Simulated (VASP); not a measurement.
# Al5HO8 (P1) in VASP: a series of runs, part 2 of 3

VASP 6.6.1.

### Step 3. Single point, PBEsol

INCAR

```
SYSTEM = Al5HO8
  PREC = Accurate
  ENCUT = 520
  EDIFF = 1E-7
  ISMEAR = -1
  SIGMA = 0.05
  LREAL = Auto
  LASPH = .True.
  NELM = 80
  ALGO = Normal
  ISIF = 2
  LWAVE = .False.
  LCHARG = .True.
  GGA = PS
  LELF = .True.
  LVHAR = .True.
  NBANDS = 84
```

KPOINTS

```
regular mesh
0
Gamma
  2 2 1
  0 0 0
```

POSCAR

```
Al5HO8
1.0
    5.5708080000      0.0000000000      0.0000000000
   -2.7854040000      4.8244610000      0.0000000000
    0.0000000000      0.0000000000      8.7503070000
Al H O
10 2 16
Direct
    0.1734631768      0.3280781003      0.3743297235
    0.6706855876      0.8336889862      0.3748668475
    0.1936972918      0.8343315450      0.3786610001
    0.7815145782      0.6654214844      0.8744264630
    0.3015742681      0.1459437645      0.8757635589
    0.8240769894      0.1631270312      0.8468274313
    0.6870831479      0.3343171393      0.1712854189
    0.3278892553      0.6738369323      0.6536570660
    0.2946779674      0.6578558724      0.0401585910
    0.7032205846      0.3802704592      0.5412381531
   -0.0821260148     -0.0487930154      0.1060991346
   -0.0055497381     -0.0210800751      0.6051216260
   -0.0316382291     -0.0207691595      0.9996334986
   -0.0037377760     -0.0052855645      0.4893999719
    0.5140828234      0.0069852363     -0.0242162932
    0.9464747963      0.4695654084      0.0094853815
    0.4871662840      0.4768822880      0.0060112177
    0.4857076794      0.9720256833      0.5214445619
    0.0480500721      0.4967601562      0.5140733919
    0.4935318436      0.5010300633      0.4871029096
    0.8232331697      0.1440989988      0.2854642700
    0.8356658863      0.6622501457      0.2736475417
    0.3399095060      0.1424822379      0.2675334705
    0.1365020265      0.8264964729      0.7654702858
    0.1908856096      0.3650770521      0.7760527716
    0.6798683838      0.8401353022      0.7411968517
    0.3385747520      0.6532750498      0.2666306451
    0.6627305998      0.3240983811      0.7536307012
```

Potentials or basis: VASP PAW PBE potentials, release 64 (Al, H, O).

Launch:

```bash
$ cat potpaw_PBE.64/Al/POTCAR potpaw_PBE.64/H/POTCAR potpaw_PBE.64/O/POTCAR > POTCAR
$ mpirun -np 1 vasp_std > vasp.out
```

Run time: 4.6 min. Hardware: 1 thread of Intel Xeon 8259CL, shared host; peak memory 0.36 GiB.

The run converged. Its results:

```yaml
Free_energy: -208.0843 eV
Pressure: 6.0 GPa
Largest_force: 4.164 eV/Å
Band_gap_on_the_k_mesh: 4.65 eV
```

Forces in eV/Å, atoms in the order of the input:
```
Al   0.943 -1.689 -0.978
Al   0.547 -1.797  0.762
Al  -1.815  0.423 -0.700
Al   2.323 -1.246 -0.827
Al   1.395  0.629 -0.312
Al   0.330  0.542  1.119
Al  -1.163 -0.525 -0.224
Al   0.343  0.543  2.218
Al   2.192  0.500  0.903
Al  -0.297 -3.663  1.958
H    0.078  0.176  1.428
H   -0.012 -0.009 -0.453
O    0.427  0.443 -2.708
O    1.229 -0.461  1.266
O   -1.220 -0.258  1.962
O   -1.096 -0.502  0.068
O    0.382 -0.228  0.322
O    0.012  0.455 -1.736
O   -0.158  1.208 -0.964
O   -1.494  1.178  1.522
O   -0.223  3.080 -2.420
O    1.239 -0.128  0.049
O   -0.204  1.088 -0.504
O   -0.210 -0.164  0.134
O   -0.884 -1.434  0.069
O   -0.187 -0.138  0.612
O   -1.035  0.378 -1.760
O   -1.440  1.597 -0.805
```

Stress tensor (GPa, compression positive):
```
 9.87  0.78  4.45
 0.78  4.89 -1.92
 4.45 -1.92  3.36
```

Levels at points of the mesh, in eV from the valence-band top:
| k point | band 60 | band 61 | band 62 | band 63 | band 64 | band 65 | band 66 | band 67 | band 68 | band 69 |
| --- | --- | --- | --- | --- | --- | --- | --- | --- | --- | --- |
| (0.00, 0.00, 0.00) | -0.59 | -0.54 | -0.28 | -0.08 | 0.00 | 4.65 | 6.44 | 6.99 | 7.08 | 7.31 |
| (0.50, 0.00, 0.00) | -1.07 | -0.78 | -0.60 | -0.36 | 0.00 | 6.70 | 6.97 | 7.76 | 7.85 | 8.10 |
| (0.00, 0.50, 0.00) | -0.99 | -0.76 | -0.55 | -0.26 | -0.12 | 6.67 | 7.14 | 7.43 | 8.22 | 8.41 |
| (0.50, 0.50, 0.00) | -0.83 | -0.74 | -0.48 | -0.34 | -0.16 | 6.68 | 7.19 | 7.49 | 8.05 | 8.24 |

Caveat: the k points lie up to 0.72 Å⁻¹ apart; the PAW data sets were made with another functional, which shifts forces and pressure a little.

### Step 4. Single point, PBEsol

INCAR

```
SYSTEM = Al5HO8
ALGO = Normal ; EDIFF = 1E-6
ENCUT = 520 ; GGA = PS
ISIF = 2 ; ISMEAR = -1
LASPH = .TRUE. ; LCHARG = .TRUE.
LELF = .TRUE. ; LREAL = Auto
LVHAR = .TRUE. ; LWAVE = .FALSE.
NBANDS = 84 ; NELM = 100
PREC = Accurate ; SIGMA = 0.05
```

KPOINTS

```
k-points
0
G
  2 2 1
  0 0 0
```

POSCAR

```
Al5HO8
1.0
    5.5708080000      0.0000000000      0.0000000000
   -2.7854040000      4.8244610000      0.0000000000
    0.0000000000      0.0000000000      8.7503070000
Al H O
10 2 16
Direct
    0.1775836903      0.3694920531      0.3604330682
    0.6948115702      0.8697344636      0.3664899986
    0.1846749428      0.8696722805      0.3783295832
    0.8065415407      0.6361332385      0.8902773354
    0.3200988347      0.1313307331      0.8696380596
    0.8591269496      0.1346057104      0.8735464939
    0.6377834802      0.2799483714      0.1645199420
    0.3553902700      0.6584362481      0.6557027085
    0.3357481729      0.6606541124      0.0228906254
    0.6620386144      0.3291766686      0.5640259250
   -0.0661310004     -0.1601215141      0.1344181410
    0.0373217484      0.0899375080      0.6034645413
   -0.0166674278     -0.0452900334      0.9996449267
   -0.0099265718      0.0135351908      0.5040623146
    0.5254813051      0.0194425864     -0.0021484960
    0.9817125113      0.5006569646      0.0272790429
    0.5041158080      0.4411684538      0.0130852552
    0.5299573063      1.0067445876      0.4962797305
    0.0142254926      0.5362049771      0.5050451373
    0.4962241639      0.5319765255      0.4975711138
    0.8654064561      0.2004783540      0.2565052860
    0.8643535590      0.7117271753      0.2529739814
    0.3604813146      0.1880417315      0.2764931562
    0.1469709572      0.7972082270      0.7737557094
    0.1972137169      0.3309177958      0.7670016606
    0.6143719213      0.7902437184      0.7882694859
    0.3231604204      0.6938184390      0.2551681901
    0.6603803935      0.2978571078      0.7789669551
```

Potentials or basis: VASP PAW PBE potentials, release 64 (Al, H, O).

Launch:

```bash
$ cat potpaw_PBE.64/Al/POTCAR potpaw_PBE.64/H/POTCAR potpaw_PBE.64/O/POTCAR > POTCAR
$ mpirun -np 1 vasp_std > vasp.out
```

OUTCAR:

```text
SYSTEM = Al5HO8
   EDIFF = 1E-6
   ENCUT = 520
   GGA = PS
   ISIF = 2
   ISMEAR = -1
   LASPH = .TRUE.
   LREAL = Auto
   NELM = 100
   PREC = Accurate

 ion  position               nearest neighbor table
   1  0.178  0.369  0.360-  21 1.76  27 1.82  23 1.91  20 1.95  19 2.03  14 2.13   2 2.74   3 2.77
                             3 2.81   2 2.84   8 2.94   9 3.27   7 3.28  10 3.29   7 3.32  10 3.33
   2  0.695  0.870  0.366-  18 1.85  21 1.86  14 1.87  22 1.87  20 2.00  27 2.04   3 2.73   1 2.74
                             1 2.84   3 2.84   8 3.02   7 3.03  10 3.17
   3  0.185  0.870  0.378-  23 1.78  27 1.86  22 1.90  19 1.95  18 1.97  14 1.97   2 2.73   1 2.77
                             1 2.81   2 2.84   8 3.05   7 3.05  10 3.08
[... 580 lines left out ...]
  external PRESSURE =      58.8489374 kB  Pullay stress =       0.0000000 kB

 VOLUME and BASIS-vectors are now :
 -----------------------------------------------------------------------------
  energy-cutoff  :      520.00
  volume of cell :      235.17
      direct lattice vectors                 reciprocal lattice vectors
     5.570808000  0.000000000  0.000000000     0.179507174  0.103638520  0.000000000
    -2.785404000  4.824461000  0.000000000     0.000000000  0.207277041  0.000000000
     0.000000000  0.000000000  8.750307000     0.000000000  0.000000000  0.114281705

 POSITION                                       TOTAL-FORCE (eV/Angst)
 -----------------------------------------------------------------------------------
     -0.03990      1.78260      3.15390         0.475449     -0.224684     -0.290634
      1.44810      4.19600      3.20690        -0.730633     -0.700399     -1.021083
     -1.39360      4.19570      3.31050        -0.050128     -1.270966     -0.231065
      2.72120      3.06900      7.79020         2.076092     -0.266699     -0.959049
      1.41740      0.63360      7.60960         0.970906     -1.000126      1.463852
      4.41110      0.64940      7.64380        -2.579850      0.945524      1.095561
[... 20 lines left out ...]
     -0.13230      3.34730      2.23280         2.381939      0.461144      0.313825
      2.84920      1.43700      6.81620         0.638732      1.094443     -3.115810
 -----------------------------------------------------------------------------------
    total drift:                               -0.013644     -0.014369     -0.002429

  FREE ENERGIE OF THE ION-ELECTRON SYSTEM (eV)
  ---------------------------------------------------
  free  energy   TOTEN  =      -206.9937298761 eV

  energy  without entropy=     -206.9937298761  energy(sigma->0) =     -206.99372988
```

stdout:

```text
POSCAR found type information on POSCAR AlH O
 POSCAR found :  3 types and      28 ions
 scaLAPACK will be used
 -----------------------------------------------------------------------------
|                                                                             |
|                                                                             |
|     You enforced a specific xc type in the INCAR file but a different       |
|     I HOPE YOU KNOW WHAT YOU ARE DOING!                                     |
|                                                                             |
 -----------------------------------------------------------------------------

 LDA part: xc-table for (Slater+PW92), standard interpolation
 POSCAR, INCAR and KPOINTS ok, starting setup
 FFT: planning ... GRIDC
 FFT: planning ... GRID_SOFT
 FFT: planning ... GRID
 WAVECAR not read
 entering main loop
```

It took 4.3 min on 1 thread of Intel Xeon 8259CL, shared host; peak memory 0.36 GiB.

What came out:

```
Free energy            : -206.9937 eV
Pressure               : 5.9 GPa
Largest force          : 4.007 eV/Å
Band gap on the k mesh : 4.31 eV
```

Forces in eV/Å, atoms in the order of the input:
```
Al   0.475 -0.225 -0.291
Al  -0.731 -0.700 -1.021
Al  -0.050 -1.271 -0.231
Al   2.076 -0.267 -0.959
Al   0.971 -1.000  1.464
Al  -2.580  0.946  1.096
Al   1.468  2.513 -2.753
Al  -3.044 -0.026 -0.033
Al   0.822 -0.581  1.353
Al  -0.050  3.007  1.053
H   -0.090 -0.188  0.970
H    0.160  0.532  2.334
O   -0.115  1.461 -0.777
O    1.280 -0.009 -3.587
O    0.124  0.101  1.833
O   -0.594 -2.089 -2.133
O   -1.820  0.974  0.352
O   -1.396 -2.899  0.791
O    1.879  0.180 -0.126
O   -0.054 -0.366  0.814
O    0.197 -2.072  1.536
O   -0.968  0.970 -0.074
O   -2.513 -0.033  1.577
O    0.301  0.164 -0.674
O   -1.684 -1.880 -0.224
O    2.914  1.201  0.515
O    2.382  0.461  0.314
O    0.639  1.094 -3.116
```

Levels at points of the mesh, in eV from the valence-band top:
| k point | band 60 | band 61 | band 62 | band 63 | band 64 | band 65 | band 66 | band 67 | band 68 | band 69 |
| --- | --- | --- | --- | --- | --- | --- | --- | --- | --- | --- |
| (0.00, 0.00, 0.00) | -0.97 | -0.71 | -0.64 | -0.51 | 0.00 | 4.31 | 6.35 | 6.53 | 6.97 | 7.08 |
| (0.50, 0.00, 0.00) | -1.16 | -1.08 | -0.86 | -0.62 | -0.15 | 6.15 | 6.66 | 7.35 | 7.98 | 8.07 |
| (0.00, 0.50, 0.00) | -1.22 | -0.95 | -0.76 | -0.60 | -0.13 | 6.13 | 6.77 | 7.45 | 7.53 | 7.99 |
| (0.50, 0.50, 0.00) | -1.12 | -0.96 | -0.90 | -0.79 | -0.25 | 6.38 | 6.54 | 7.62 | 7.81 | 8.03 |

Caveat: the k points lie up to 0.72 Å⁻¹ apart; the atoms stand as in a frame of molecular dynamics; the PAW data sets were made with another functional, which shifts forces and pressure a little.

### Step 5. Single point, PBEsol

INCAR

```
PREC = Accurate ; ENCUT = 520
EDIFF = 1E-6 ; ISMEAR = -1
SIGMA = 0.05 ; LREAL = Auto
LASPH = T ; NELM = 60
ALGO = Normal ; ISIF = 2
LWAVE = F ; LCHARG = F
GGA = PS ; NBANDS = 84
```

KPOINTS

```
Automatic mesh
0
Gamma
  2 2 1
```

POSCAR

```
Al5HO8
1.0
    5.5708080000      0.0000000000      0.0000000000
   -2.7854040000      4.8244610000      0.0000000000
    0.0000000000      0.0000000000      8.7503070000
Al H O
10 2 16
Direct
    0.1459976892      0.3294046734      0.3710384104
    0.6734459422      0.8133965639      0.3746725686
    0.1634430525      0.8389123676      0.3839065304
    0.9003905558      0.6806563469      0.8642211068
    0.3310924256      0.1653448955      0.8849403798
    0.8694214885      0.1863213321      0.8638096926
    0.6596127144      0.3166778631      0.1579487440
    0.3245402528      0.6463519966      0.6480686906
    0.3328962212      0.7020887929      0.0611864247
    0.6461031147      0.2915973411      0.5640030687
   -0.1229960662     -0.2215791567      0.1585087243
   -0.0706516790     -0.0440463712      0.6086300744
   -0.0173993224     -0.0099907534      0.9914852130
    0.0057955431     -0.0049953767      0.4928855639
    0.5092263831      0.0440878266      0.0058740796
    0.9788150049      0.4992060253      0.0087996913
    0.4824812102      0.4583931759     -0.0000457127
    0.4766641803      0.9427374374      0.5117420452
    0.0317361672      0.5094040557      0.5060508163
    0.4859514077      0.5130106762      0.5195931983
    0.8196762622      0.1760818462      0.2753046265
    0.8143903564      0.6814854551      0.2568252748
    0.3248370991      0.1666921963      0.2745389390
    0.2128340209      0.8470790830      0.7559506198
    0.1966686735      0.3431471412      0.7603733218
    0.7239071109      0.8217291009      0.7385798007
    0.3353798741      0.6803454313      0.2695791131
    0.6647838878      0.3054434475      0.7734700051
```

Launch:

```bash
$ cat potpaw_PBE.64/Al/POTCAR potpaw_PBE.64/H/POTCAR potpaw_PBE.64/O/POTCAR > POTCAR
$ mpirun -np 1 vasp_std > vasp.out
```

Run time: 5.1 min. Hardware: 1 thread of Intel Xeon 8259CL, shared host; peak memory 0.36 GiB.

Results (log left out):

```yaml
Free_energy: -206.7478 eV
Pressure: 7.0 GPa
Largest_force: 5.611 eV/Å
Band_gap_on_the_k_mesh: 3.91 eV
```

Forces on the atoms (eV/Å):
```
Al   1.558 -0.396 -0.194
Al  -4.251  2.421  2.749
Al   1.792  0.787 -0.160
Al  -4.334  0.745 -1.027
Al  -1.021  0.047 -1.691
Al   1.433 -3.263  0.564
Al  -1.920 -0.643 -0.655
Al   1.835  1.144  2.449
Al   2.717 -2.683 -0.541
Al  -0.533  1.860  0.706
H   -0.109  1.887 -1.760
H   -0.451 -0.680  0.861
O    0.934 -0.585 -0.782
O   -1.248 -0.121 -0.316
O    1.675 -0.957  1.205
O    0.211 -0.421  0.684
O   -0.140  3.707  2.963
O    0.280  1.135 -1.013
O   -2.313 -0.812 -0.064
O    2.006 -1.532 -3.000
O    0.317 -0.778  0.320
O    3.157 -2.112 -0.924
O    0.398  0.017  0.228
O   -0.498 -0.493  1.490
O   -1.333 -0.857  0.687
O   -0.578  1.478  0.339
O   -0.334 -0.666 -0.986
O    0.751  1.768 -2.134
```

Stress tensor (GPa, compression positive):
```
5.20 1.00 1.45
1.00 7.93 4.00
1.45 4.00 7.91
```

Levels at points of the mesh, in eV from the valence-band top:
```csv
k point,band 60,band 61,band 62,band 63,band 64,band 65,band 66,band 67,band 68,band 69
"(0.00, 0.00, 0.00)",-1.05,-0.70,-0.41,-0.25,0.00,3.91,5.58,6.17,6.30,6.52
"(0.50, 0.00, 0.00)",-1.34,-1.07,-0.94,-0.48,-0.27,5.89,6.21,6.70,7.17,7.41
"(0.00, 0.50, 0.00)",-1.29,-0.97,-0.83,-0.43,-0.26,5.75,6.23,7.06,7.37,7.53
"(0.50, 0.50, 0.00)",-1.45,-1.25,-0.69,-0.38,-0.06,5.74,6.42,6.56,7.47,7.56
```

Caveat: the k points lie up to 0.72 Å⁻¹ apart; the atoms stand as in a frame of molecular dynamics; the PAW data sets were made with another functional, which shifts forces and pressure a little.

[end of part 2 of 3]
